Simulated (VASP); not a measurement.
Runs of VASP 6.6.1 on Os. The structure is that of space group Pm-3m (No. 221), or close to it. The cells are those of the table. 

| task | cell | k mesh | cutoff (eV) | gap on the mesh (eV) | pressure (GPa) |
| --- | --- | --- | --- | --- | --- |
| relaxation of cell and atoms | relaxed from a = 2.472 Å, 1 atom | 13 × 13 × 13 | 600 | none | 0.0 |
| single point | a = 2.458 Å, 1 atom | 14 × 14 × 14 | 520 | none | (b) |
| single point | a = 2.565 Å, 1 atom | 14 × 14 × 14 | 520 | none | 0.0 |
| single point | a = 2.495 Å, 1 atom | 14 × 14 × 14 | 520 | none | 26.9 |
| single point | a = 2.565 Å, 1 atom | 20 × 20 × 20 | 520 | none | -0.4 |
| single point | a = 2.531 Å, 1 atom | 14 × 14 × 14 | 520 | none | (a) |
| single point | a = 2.565 Å, 1 atom | 13 × 13 × 13 | 520 | none | (c) |
| single point | a = 2.664 Å, 1 atom | 14 × 14 × 14 | 520 | none | -22.8 |
| single point | a = 2.599 Å, 1 atom | 14 × 14 × 14 | 520 | none | -9.5 |
| single point | a = 2.632 Å, 1 atom | 14 × 14 × 14 | 520 | none | -16.9 |

Alike in all rows: level revPBE; potentials or basis VASP PAW PBE potentials, release 64 (Os); no spin polarisation; smearing fermi-dirac 0.1 eV.

Estimate the missing entries.

(a) 11.9; (b) 45.7; (c) -0.5.

Caveats: the PAW data sets were made with another functional, which shifts forces and pressure a little; spin-orbit coupling is left out, which moves the levels of the heavy elements.

A k mesh can miss the band edges, and the runs leave out spin-orbit coupling on Os.

A gap of «none» marks levels without a gap at the run's occupations.
